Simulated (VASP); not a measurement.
Crystal: BP.

```xyz
2
Lattice="2.9540 0.0000 0.0000 0.0000 2.9540 0.0000 0.0000 0.0000 2.9540" Properties=species:S:1:pos:R:3 pbc="T T T"
B     1.4770    1.4770    1.4770
P     0.0000    0.0000    0.0000
```

* Program: VASP 6.6.1
* Task: relaxation of cell and atoms
* Functional: PBE
* Potentials or basis: VASP PAW PBE potentials, release 64 (B, P)
* Cutoff: 600 eV
* k mesh: 6 × 6 × 6
* Occupations: gaussian, width 0.1 eV
* Spin: no spin polarisation

At the start: pressure -18.7 GPa; volume 12.89 Å³/atom.

Task: Where does the relaxation end?

Result: Over 3 steps the energy falls by 190.5 meV/atom and the volume is 10.19 Å³/atom (-21.0 %); space group Pm-3m (No. 221, to 0.05 Å).

Step by step:
```
step  energy change (eV)  largest force (eV/Å)  pressure (GPa)  volume (Å³)
   1              0.0000                0.0000          -18.70        25.78
   2             -0.3804                0.0000           -1.21        20.56
   3             -0.3811                0.0000            0.09        20.37
```

Final structure:
```
B P
1.0
     2.73108    0.00000    0.00000
     0.00000    2.73108    0.00000
     0.00000    0.00000    2.73108
B P
1 1
Direct
  0.50000 0.50000 0.50000
  0.00000 0.00000 0.00000
```

Caveat: the volume moved by over 15 % at a fixed basis, so the end points are rough.
